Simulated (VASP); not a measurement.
Wanted: the native input for a VASP 6.6.1 run.

```yaml
Task: single point
Functional: PBE
Potentials_or_basis: VASP PAW PBE potentials, release 64 (Cd, Bi_d, O)
Cutoff: 520 eV
k_mesh: 6 × 6 × 2
Occupations: gaussian, width 0.1 eV
Spin: no spin polarisation
Dipole_correction: no
Further_INCAR_settings: ALGO = Fast; EDIFF = 1e-07; NBANDS = 34
```

The structure of CdBiO4 lies in POSCAR:

```
CdBiO4
1.0
    3.4573497200      0.0000000000      0.0000000000
   -1.7286748600      2.9941526900      0.0000000000
    0.0000000000      0.0000000000      7.5183474500
Cd Bi O
1 1 4
Direct
    0.0000000000      0.0000000000      0.0000000000
    0.0000000000      0.0000000000      0.5000000000
    0.3333333300      0.6666666700      0.7377485600
    0.3333333300      0.6666666700      0.2622514400
    0.6666666700      0.3333333300      0.7377485600
    0.6666666700      0.3333333300      0.2622514400
```

The cell was generated, and may not be a known phase.

The input as run:

INCAR

```
PREC = Accurate
ENCUT = 520
EDIFF = 1E-7
ISMEAR = 0
SIGMA = 0.1
LREAL = F
LASPH = T
NELM = 60
ALGO = Fast
ISIF = 2
LWAVE = F
LCHARG = F
GGA = PE
NBANDS = 34
```

KPOINTS

```
Automatic mesh
0
Gamma
  6 6 2
```

Potentials or basis: VASP PAW PBE potentials, release 64 (Cd, Bi_d, O).

Launch:

```console
$ cat potpaw_PBE.64/Cd/POTCAR potpaw_PBE.64/Bi_d/POTCAR potpaw_PBE.64/O/POTCAR > POTCAR
$ mpirun -np 1 vasp_std > vasp.out
```

Results of the run:

```yaml
Pressure: 6.6 GPa
Largest_force: 0.251 eV/Å
Band_gap_on_the_k_mesh: zero (an odd number of electrons rules out a gap without spin polarisation)
```

Caveat: the k points lie up to 0.42 Å⁻¹ apart, too coarse for converged energies and pressures of a metal; spin-orbit coupling is left out, which moves the levels of the heavy elements; an odd number of electrons without spin polarisation forces a metal; a magnetic or distorted state may lie lower.

It took 74 s on 1 thread of Oxide Virtual Turin-like Processor (shared host), peak memory 0.18 GiB.
